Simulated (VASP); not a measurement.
A run of VASP 6.6.1 is set up as follows.

Contents of INCAR:

```
PREC     = Accurate       # precision mode
ENCUT    = 520            # plane-wave cutoff, eV
EDIFF    = 1E-7           # SCF threshold, eV
ISMEAR   = 0              # smearing method
SIGMA    = 0.05           # smearing width, eV
LREAL    = F              # projectors in reciprocal space
LASPH    = T              # aspherical terms in the spheres
NELM     = 60             # most SCF steps
ALGO     = Normal         # electronic algorithm
ISIF     = 2              # what is computed and relaxed
LWAVE    = F              # write WAVECAR
LCHARG   = F              # write CHGCAR
GGA      = PE             # functional
NBANDS   = 16             # bands
```

KPOINTS

```
regular mesh
0
Gamma
  12 12 6
```

File POSCAR:

```
SiC
1.0
    2.9096709179      0.0000000000      0.0000000000
   -1.4548354590      2.5198489316      0.0000000000
    0.0000000000      0.0000000000      5.7295143492
Si C
2 2
Direct
    0.3333333333      0.6666666667      0.0045636718
    0.6666666667      0.3333333333      0.5045636718
    0.3333333333      0.6666666667      0.3804363282
    0.6666666667      0.3333333333      0.8804363282
```

Potentials or basis: VASP PAW PBE potentials, release 64 (Si, C).

The run is started by

```bash
$ cat potpaw_PBE.64/Si/POTCAR potpaw_PBE.64/C/POTCAR > POTCAR
$ mpirun -np 1 vasp_std > vasp.out
```

Q: What does it give for the band gap on the k mesh?

A: 1.53 eV, indirect (least direct gap 1.57 eV).

Q: Predict the pressure.

A: 9.3 GPa.

Q: Predict the largest force.

A: 0.341 eV/Å.

Forces in eV/Å, atoms in the order of the input:
```
Si   0.000  0.000  0.341
Si   0.000  0.000  0.341
C    0.000  0.000 -0.341
C    0.000  0.000 -0.341
```

 A k mesh can miss the band edges.
